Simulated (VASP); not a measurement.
Wanted: the native input for a VASP 6.6.1 run.

```
Task                   : single point
Functional             : PBE
Potentials or basis    : VASP PAW PBE potentials, release 64 (Li_sv, N, O)
Cutoff                 : 520 eV
k mesh                 : 7 × 7 × 5
Occupations            : gaussian, width 0.15 eV
Spin                   : no spin polarisation
Dipole correction      : no
Further INCAR settings : ALGO = Normal; EDIFF = 1e-07; NBANDS = 20
```

The structure of Li4NO lies in POSCAR:

```
Li4NO
1.0
    3.3238722802      0.0000000000      0.0000000000
    0.0000000000      3.3238722802      0.0000000000
    0.0000000000      0.0000000000      4.9529185125
Li N O
4 1 1
Direct
    0.0000000000      0.5000000000      0.2638480000
    0.5000000000      0.0000000000      0.7361520000
    0.0000000000      0.5000000000      0.7361520000
    0.5000000000      0.0000000000      0.2638480000
    0.0000000000      0.0000000000      0.0000000000
    0.5000000000      0.5000000000      0.5000000000
```

The input as run:

INCAR

```
PREC = Accurate
ENCUT = 520
EDIFF = 1E-7
ISMEAR = 0
SIGMA = 0.15
LREAL = F
LASPH = T
NELM = 100
ALGO = Normal
ISIF = 2
LWAVE = F
LCHARG = F
GGA = PE
NBANDS = 20
```

KPOINTS

```
regular mesh
0
Gamma
  7 7 5
```

Potentials or basis: VASP PAW PBE potentials, release 64 (Li_sv, N, O).

Launch:

```sh
$ cat potpaw_PBE.64/Li_sv/POTCAR potpaw_PBE.64/N/POTCAR potpaw_PBE.64/O/POTCAR > POTCAR
$ mpirun -np 1 vasp_std > vasp.out
```

Results of the run:

```yaml
Largest_force: 0.034 eV/Å
```

Caveat: an odd number of electrons without spin polarisation forces a metal; a magnetic or distorted state may lie lower.

It took 47 s on 1 thread of AMD EPYC 7R43 64-Core Processor (Zen 3), with other jobs on the host, peak memory 0.14 GiB.
